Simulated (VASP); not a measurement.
# Ge (Cmmm) in VASP: notebook

Ge is run at these levels: PBEsol; tasks: single point.

Everything below comes from runs of VASP 6.6.1. Logs are shortened: lines on timing, memory, paths and dates and some standing lists are left out, and cuts for length are marked.

## Step 1: The cell of the first run

It takes space group Cmmm (No. 65, orthorhombic). Conventional cell: a = 2.627 Å, b = 5.201 Å, c = 2.698 Å, α = 90.00°, β = 90.00°, γ = 90.00°. Ge (site symmetry mmm) has 8 Ge at 2.63 to 2.91 Å within 3.5 Å.

## Step 2: Single point, PBEsol (strain -0.0600 x Voigt [1, 0, 0, 0, 0, 0])

The input, INCAR:

```
SYSTEM = Ge
ALGO     = Normal         ! electronic algorithm
EDIFF    = 1E-6           ! SCF threshold, eV
ENCUT    = 520            ! plane-wave cutoff, eV
GGA      = PS             ! functional
ISIF     = 2              ! what is computed and relaxed
ISMEAR   = 0              ! smearing method
LASPH    = .True.         ! aspherical terms in the spheres
LCHARG   = .False.        ! write CHGCAR
LREAL    = .False.        ! projectors in reciprocal space
LWAVE    = .False.        ! write WAVECAR
NBANDS   = 13             ! bands
NELM     = 100            ! most SCF steps
PREC     = Accurate       ! precision mode
SIGMA    = 0.15           ! smearing width, eV
```

The input, KPOINTS:

```
k-points
0
Gamma
  20 20 18
  0 0 0
```

The input, POSCAR:

```
Ge
1.0
    1.3133200600     -2.6005160000      0.0000000000
    1.3133200600      2.6005160000      0.0000000000
    0.0000000000      0.0000000000      2.6982310000
Ge
1
Direct
    0.5000000000      0.5000000000      0.0000000000
```

Potentials or basis: VASP PAW PBE potentials, release 64 (Ge_d).

Started as:

```console
$ cat potpaw_PBE.64/Ge_d/POTCAR > POTCAR
$ mpirun -np 1 vasp_std > vasp.out
```

OUTCAR:

```text
SYSTEM = Ge
   EDIFF = 1E-6
   ENCUT = 520
   GGA = PS
   ISIF = 2
   ISMEAR = 0
   LASPH = .True.
   LREAL = .False.
   NELM = 100
   PREC = Accurate

 ion  position               nearest neighbor table
   1  0.500  0.500  0.000-

  LATTYP: Found a base centered orthorhombic cell.
 ALAT       =     2.6266401200
 B/A-ratio  =     1.9801083370
 C/A-ratio  =     1.0272556866

  Lattice vectors:

 A1 = (   1.3133200600,  -2.6005160000,   0.0000000000)
 A2 = (   1.3133200600,   2.6005160000,   0.0000000000)
 A3 = (   0.0000000000,   0.0000000000,   2.6982310000)

Analysis of symmetry for initial positions (statically):
=====================================================================
 Subroutine PRICEL returns:
 Original cell was already a primitive cell.

 Routine SETGRP: Setting up the symmetry group for a
 base centered orthorhombic supercell.

 Subroutine GETGRP returns: Found  8 space group operations
 (whereof  8 operations were pure point group operations)
 out of a pool of  8 trial point group operations.

The static configuration has the point symmetry D_2h.

Analysis of symmetry for dynamics (positions and initial velocities):
=====================================================================
 Subroutine PRICEL returns:
 Original cell was already a primitive cell.

 Routine SETGRP: Setting up the symmetry group for a
 base centered orthorhombic supercell.

 Subroutine GETGRP returns: Found  8 space group operations
 (whereof  8 operations were pure point group operations)
 out of a pool of  8 trial point group operations.

The dynamic configuration has the point symmetry D_2h.

 Subroutine INISYM returns: Found  8 space group operations
 (whereof  8 operations are pure point group operations),
 and found     1 'primitive' translations

----------------------------------------------------------------------------------------

                                     Primitive cell

  volume of cell :      18.4306

  direct lattice vectors                    reciprocal lattice vectors
     1.313320060 -2.600516000  0.000000000     0.380714508 -0.192269534  0.000000000
     1.313320060  2.600516000  0.000000000     0.380714508  0.192269534  0.000000000
     0.000000000  0.000000000  2.698231000     0.000000000  0.000000000  0.370613191

  length of vectors
     2.913330233  2.913330233  2.698231000     0.426510387  0.426510387  0.370613191

  position of ions in fractional coordinates (direct lattice)
     0.500000000  0.500000000  0.000000000

  ion indices of the primitive-cell ions
   primitive index   ion index
                 1           1

----------------------------------------------------------------------------------------

 KPOINTS: k-points

Automatic generation of k-mesh.
 Grid dimensions read from file:
 generate k-points for:   20   20   18

 Generating k-lattice:

  Cartesian coordinates                     Fractional coordinates (reciprocal lattice)
     0.019035725 -0.009613477  0.000000000     0.050000000 -0.000000000  0.000000000
     0.019035725  0.009613477  0.000000000    -0.000000000  0.050000000  0.000000000
     0.000000000  0.000000000  0.020589622     0.000000000  0.000000000  0.055555556

  Length of vectors
     0.021325519  0.021325519  0.020589622

  Shift w.r.t. Gamma in fractional coordinates (k-lattice)
     0.000000000  0.000000000  0.000000000

 Subroutine IBZKPT returns following result:
 ===========================================

 Found   1110 irreducible k-points:

 Following reciprocal coordinates:
            Coordinates               Weight
  0.000000  0.000000  0.000000      1.000000
  0.050000 -0.000000  0.000000      4.000000
  0.100000 -0.000000  0.000000      4.000000
  0.150000  0.000000  0.000000      4.000000
  0.200000 -0.000000  0.000000      4.000000
  0.250000 -0.000000  0.000000      4.000000
[... 16 lines left out ...]
 -0.400000  0.050000  0.000000      4.000000
 -0.350000  0.050000  0.000000      4.000000
 [... further k-points ...]
   k-points           NKPTS =   1110   k-points in BZ     NKDIM =   1110   number of bands    NBANDS=     13
   number of dos      NEDOS =    301   number of ions     NIONS =      1
   total plane-waves  NPLWV =  11520
   dimension x,y,z NGX =    24 NGY =   24 NGZ =   20
   dimension x,y,z NGXF=    48 NGYF=   48 NGZF=   40
   ions per type =               1
   NGX,Y,Z   is equivalent  to a cutoff of  13.70, 13.70, 12.32 a.u.
   NGXF,Y,Z  is equivalent  to a cutoff of  27.39, 27.39, 24.65 a.u.
 SYSTEM =  Ge
   PREC   = accura    normal or accurate (medium, high low for compatibility)
   ISTART =      0    job   : 0-new  1-cont  2-samecut
   ICHARG =      2    charge: 1-file 2-atom 10-const
   ISPIN  =      1    spin polarized calculation?
   LNONCOLLINEAR =      F non collinear calculations
   LSORBIT =      F    spin-orbit coupling
   LASPH  =      T    aspherical Exc in radial PAW
   ENCUT  =  520.0 eV  38.22 Ry    6.18 a.u.   5.42  5.42  5.02*2*pi/ulx,y,z
   NELM   =    100;   NELMIN=  2; NELMDL= -5     # of ELM steps
   EDIFF  = 0.1E-05   stopping-criterion for ELM
   LREAL  =      F    real-space projection
   EDIFFG = 0.1E-04   stopping-criterion for IOM
   NSW    =      0    number of steps for IOM
   IBRION =     -1    ionic relax: 0-MD 1-quasi-New 2-CG
   NFREE  =      0    steps in history (QN), initial steepest desc. (CG)
   ISIF   =      2    stress and relaxation
   ISYM   =      2    0-nonsym 1-usesym 2-fastsym
   POTIM  = 0.5000    time-step for ionic-motion
   TEBEG  =    0.0;   TEEND  =   0.0 temperature during run
   PSTRESS=    0.0 pullay stress
   NELECT =      14.0000    total number of electrons
   NUPDOWN=      -1.0000    fix difference up-down
   EMIN   =  10.00;   EMAX   =-10.00  energy-range for DOS
   EFERMI =   0.00;   METHOD = LEGACY
   ISMEAR =     0;   SIGMA  =   0.15  broadening in eV -4-tet -1-fermi 0-gaus
   EFERMI_NEDOS =   21; number of points for ismear=-14 and -15
   IALGO  =     38    algorithm
   IMIX   =      4    mixing-type and parameters
     AMIX     =   0.40;   BMIX     =  1.00
     AMIX_MAG =   1.60;   BMIX_MAG =  1.00
  volume/ion in A,a.u.               =      18.43       124.38
  Fermi-wavevector in a.u.,A,eV,Ry     =   1.493727  2.822734 30.357577  2.231219
  Thomas-Fermi vector in A             =   2.606090
   LORBIT       =      0    0 simple, 1 ext, 2 COOP (PROOUT), +10 PAW based schemes
   GGA     = PS    functional components
   LHFCALC =     F    Hartree Fock is set to
   AEXX    =    0.0000 exact exchange contribution
   IVDW    =     0    specifies the selected vdW correction
   LEPSILON=     F    determine dielectric tensor
   LRPA    =     F    only Hartree local field effects (RPA)
 non-spin polarized calculation
 Gauss-broadening in eV      SIGMA  =   0.15
  energy-cutoff  :      520.00
  volume of cell :       18.43
 maximum number of plane-waves:       510
 NGX is ok and might be reduce to    24
   NGX = 11   NGY = 11   NGZ = 11

 number of electron      13.9999999 magnetization

 Free energy of the ion-electron system (eV)
  ---------------------------------------------------
  ext. energy  EPLUGINS =         0.00000000
  ---------------------------------------------------
  free energy    TOTEN  =        -4.72170715 eV

  energy without entropy =       -4.71694044  energy(sigma->0) =       -4.71932379

 E-fermi :   6.7573     XC(G=0): -11.4896

 val. band max:        6.7508849551   @ k =  -0.3000   0.2000   0.1111
 cond. band min:       6.7581640472   @ k =  -0.4000   0.1500   0.1667
 fundamental gap:      0.0072790921
 Fermi energy:         6.7572927406

 k-point     1 :       0.0000    0.0000    0.0000
  band No.  band energies     occupation
      1     -17.9848      2.00000
      2     -17.9310      2.00000
      3     -17.8167      2.00000
      4     -17.7357      2.00000
      5     -17.6960      2.00000
      6      -6.6829      2.00000
      7      12.8874      0.00000
      8      13.7888      0.00000
      9      16.5680      0.00000
     10      17.2435      0.00000
     11      18.6868      0.00000
     12      23.4831      0.00000
     13      23.5202      0.00000

 k-point     2 :       0.0500   -0.0000    0.0000
  band No.  band energies     occupation
      1     -17.9801      2.00000
      2     -17.9282      2.00000
      3     -17.8182      2.00000
      4     -17.7361      2.00000
      5     -17.6983      2.00000
      6      -6.6152      2.00000
      7      12.9558      0.00000
      8      13.5656      0.00000
      9      16.1684      0.00000
     10      17.0198      0.00000
     11      19.0011      0.00000
     12      21.7773      0.00000
     13      24.0629      0.00000

 k-point     3 :       0.1000   -0.0000    0.0000
  band No.  band energies     occupation
      1     -17.9672      2.00000
      2     -17.9194      2.00000
      3     -17.8223      2.00000
      4     -17.7372      2.00000
      5     -17.7046      2.00000
      6      -6.4120      2.00000
      7      13.0104      0.00000
      8      13.1598      0.00000
      9      14.7080      0.00000
     10      17.1691      0.00000
     11      19.3694      0.00000
     12      20.6809      0.00000
     13      25.4059      0.00000
[... 305 lines left out ...]
 k-point    23 :      -0.4000    0.0500    0.0000
  band No.  band energies     occupation
      1     -17.9327      2.00000
      2     -17.8488      2.00000
      3     -17.7740      2.00000
      4     -17.7479      2.00000
      5     -17.7443      2.00000
      6      -2.9476      2.00000
      7       4.4205      2.00000
      8       9.6091      0.00000
      9      15.8625      0.00000
     10      16.2809      0.00000
     11      20.6721      0.00000
     12      25.5713      0.00000
     13      26.8585      0.00000

 k-point    24 :      -0.3500    0.0500    0.0000
  band No.  band energies     occupation
      1     -17.9281      2.00000
      2     -17.8569      2.00000
      3     -17.7760      2.00000
      4     -17.7634      2.00000
      5     -17.7412      2.00000
      6      -3.8690      2.00000
      7       6.1292      2.00000
      8       9.8443      0.00000
      9      15.5289      0.00000
     10      16.4391      0.00000
     11      19.8639      0.00000
     12      27.0449      0.00000
     13      27.5088      0.00000

 [... further k-points ...]

------------------------ aborting loop because EDIFF is reached ----------------------------------------

  FORCE on cell =-STRESS in cart. coord.  units (eV):
  Direction    XX          YY          ZZ          XY          YZ          ZX
  --------------------------------------------------------------------------------------
  -------------------------------------------------------------------------------------
  Total        0.8644717     -0.1450882     -0.4381652      0.0000000      0.0000000      0.0000000
  in kB       75.1488116    -12.6125691    -38.0898497      0.0000000      0.0000000      0.0000000
  external PRESSURE =       8.1487976 kB  Pullay stress =       0.0000000 kB

 VOLUME and BASIS-vectors are now :
 -----------------------------------------------------------------------------
  energy-cutoff  :      520.00
  volume of cell :       18.43
      direct lattice vectors                 reciprocal lattice vectors
     1.313320060 -2.600516000  0.000000000     0.380714508 -0.192269534  0.000000000
     1.313320060  2.600516000  0.000000000     0.380714508  0.192269534  0.000000000
     0.000000000  0.000000000  2.698231000     0.000000000  0.000000000  0.370613191

 POSITION                                       TOTAL-FORCE (eV/Angst)
 -----------------------------------------------------------------------------------
      1.31332      0.00000      0.00000        -0.000000      0.000000      0.000000
 -----------------------------------------------------------------------------------
    total drift:                               -0.000000     -0.000000     -0.000000

  FREE ENERGIE OF THE ION-ELECTRON SYSTEM (eV)
  ---------------------------------------------------
  free  energy   TOTEN  =        -4.7217071522 eV

  energy  without entropy=       -4.7169404365  energy(sigma->0) =       -4.71932379
```

Wall time 58 s (1 thread of Intel Xeon 6975P-C (Granite Rapids), shared host); peak memory 0.34 GiB.

Results:

```yaml
Free_energy: -4.7217 eV
Pressure: 0.8 GPa
Band_gap_on_the_k_mesh: zero (bands 7 and 8 overlap by 9.41 eV)
```

Caveat: the cell differs from its parent crystal (strain -0.0600 x Voigt [1, 0, 0, 0, 0, 0]); the stress differs along the axes, from -4 to 8 GPa; the PAW data sets were made with another functional, which shifts forces and pressure a little.

## Step 3: Single point, PBEsol (strain -0.0450 x Voigt [1, 0, 0, 0, 0, 0])

The input, INCAR:

```
SYSTEM = Ge
ALGO     = Normal         ! electronic algorithm
EDIFF    = 1E-6           ! SCF threshold, eV
ENCUT    = 520            ! plane-wave cutoff, eV
GGA      = PS             ! functional
ISIF     = 2              ! what is computed and relaxed
ISMEAR   = 0              ! smearing method
LASPH    = .TRUE.         ! aspherical terms in the spheres
LCHARG   = .FALSE.        ! write CHGCAR
LREAL    = .FALSE.        ! projectors in reciprocal space
LWAVE    = .FALSE.        ! write WAVECAR
NBANDS   = 13             ! bands
NELM     = 80             ! most SCF steps
PREC     = Accurate       ! precision mode
SIGMA    = 0.15           ! smearing width, eV
```

The input, KPOINTS:

```
k-points
0
G
  20 20 18
  0 0 0
```

The input, POSCAR:

```
Ge
1.0
    1.3342772950     -2.6005160000      0.0000000000
    1.3342772950      2.6005160000      0.0000000000
    0.0000000000      0.0000000000      2.6982310000
Ge
1
Direct
    0.5000000000      0.5000000000      0.0000000000
```

Potentials or basis: VASP PAW PBE potentials, release 64 (Ge_d).

Started as:

```console
$ cat potpaw_PBE.64/Ge_d/POTCAR > POTCAR
$ mpirun -np 1 vasp_std > vasp.out
```

Run time: 50 s. Hardware: 1 thread of Intel Xeon 6975P-C (Granite Rapids), shared host; peak memory 0.34 GiB.

Results (log left out):

```
Free energy            : -4.7329 eV
Pressure               : -0.7 GPa
Band gap on the k mesh : zero (bands 7 and 8 overlap by 9.50 eV)
```

Stress tensor (GPa, compression positive):
```
 4.28  0.00  0.00
 0.00 -2.21  0.00
 0.00  0.00 -4.14
```

Levels at points of the mesh, in eV from the Fermi level:
```
           k point  band 4  band 5  band 6  band 7  band 8  band 9  band 10  band 11
(0.00, 0.00, 0.00)  -24.48  -24.45  -13.29    6.26    7.08    9.91     9.97    12.06
(0.50, 0.00, 0.00)  -24.49  -24.46   -7.51   -5.54    3.46    7.49    10.72    16.28
(0.50, 0.50, 0.00)  -24.49  -24.46   -9.06   -5.91    6.55    9.51    10.36    15.60
(0.00, 0.00, 0.50)  -24.52  -24.51   -9.55   -6.03    9.90   12.81    15.64    16.32
(0.50, 0.00, 0.50)  -24.48  -24.37   -3.33   -2.56   -1.39    3.60     6.31    11.64
(0.50, 0.50, 0.50)  -24.48  -24.41   -5.06   -2.82   -2.55    2.93     9.42    14.80
```

Caveat: the cell differs from its parent crystal (strain -0.0450 x Voigt [1, 0, 0, 0, 0, 0]); the stress differs along the axes, from -4 to 4 GPa; the PAW data sets were made with another functional, which shifts forces and pressure a little.

[end of part 1 of 2]
